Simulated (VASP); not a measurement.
W3N4, 7 atoms in the cell. Symmetry: Pm-3m, No. 221, cubic system. Conventional cell: a = 4.179 Å, b = 4.179 Å, c = 4.179 Å, α = 90.00°, β = 90.00°, γ = 90.00°. W (site symmetry 4/mmm) has 6 N at 2.09 Å within 2.8 Å. N (site symmetry m-3m) has 6 W at 2.09 Å within 2.8 Å. Within 2.8 Å of N (site symmetry 4/mmm) lie 4 W at 2.09 Å. 

| Item | Value |
| --- | --- |
| Program | VASP 6.6.1 |
| Task | single point |
| Functional | PBEsol |
| Potentials or basis | VASP PAW PBE potentials, release 64 (W_sv, N) |
| Cutoff | 520 eV |
| k mesh | 10 × 10 × 10 |
| Occupations | gaussian, width 0.1 eV |
| Spin | no spin polarisation |
| Dipole correction | no |
| Further INCAR settings | ALGO = Normal; EDIFF = 1e-07; NBANDS = 40 |

Potentials or basis: VASP PAW PBE potentials, release 64 (W_sv, N).

Launch:

```console
$ cat potpaw_PBE.64/W_sv/POTCAR potpaw_PBE.64/N/POTCAR > POTCAR
$ mpirun -np 1 vasp_std > vasp.out
```

Hardware: 1 thread of Intel(R) Xeon(R) 6975P-C (Granite Rapids) (shared host).

Problem. Estimate the wall time of this run.

Solution. Run time: 57 s on 1 thread of Intel(R) Xeon(R) 6975P-C (Granite Rapids), with other jobs on the host, peak memory 0.25 GiB. Counts: scf iterations 16, k points 56.
